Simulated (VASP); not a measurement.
CsBr:

```
CELL_PARAMETERS angstrom
4.28600 0.00000 0.00000
0.00000 4.28600 0.00000
0.00000 0.00000 4.28600
ATOMIC_POSITIONS crystal
Cs 0.00000 0.00000 0.00000
Br 0.50000 0.50000 0.50000
```

* Program: VASP 6.6.1
* Task: relaxation of volume and atoms at fixed shape
* Functional: LDA
* Potentials or basis: VASP PAW LDA potentials, release 64 (Cs_sv, Br)
* Cutoff: 500 eV
* k mesh: 5 × 5 × 5
* Occupations: fermi-dirac, width 0.01 eV
* Spin: no spin polarisation

At the start: pressure -1.6 GPa; volume 39.37 Å³/atom.

How do energy, volume and symmetry change on relaxing?

Over 3 steps the energy falls by 20.7 meV/atom and the volume is 35.75 Å³/atom (-9.2 %); space group Pm-3m (No. 221, to 0.1 Å) before and after.

The path:
| step | energy change (eV) | largest force (eV/Å) | pressure (GPa) | volume (Å³) |
| --- | --- | --- | --- | --- |
| 1 | 0.0000 | 0.0000 | -1.62 | 78.73 |
| 2 | -0.0339 | 0.0000 | -0.78 | 74.29 |
| 3 | -0.0413 | 0.0000 | -0.05 | 71.51 |

Final structure:
```yaml
crystal:
  lattice:
    - [4.15069, 0.00000, 0.00000]
    - [0.00000, 4.15069, 0.00000]
    - [0.00000, 0.00000, 4.15069]
  atoms:
    - { symbol: Cs, position: [0.00000, 0.00000, 0.00000] }
    - { symbol: Br, position: [0.50000, 0.50000, 0.50000] }
```
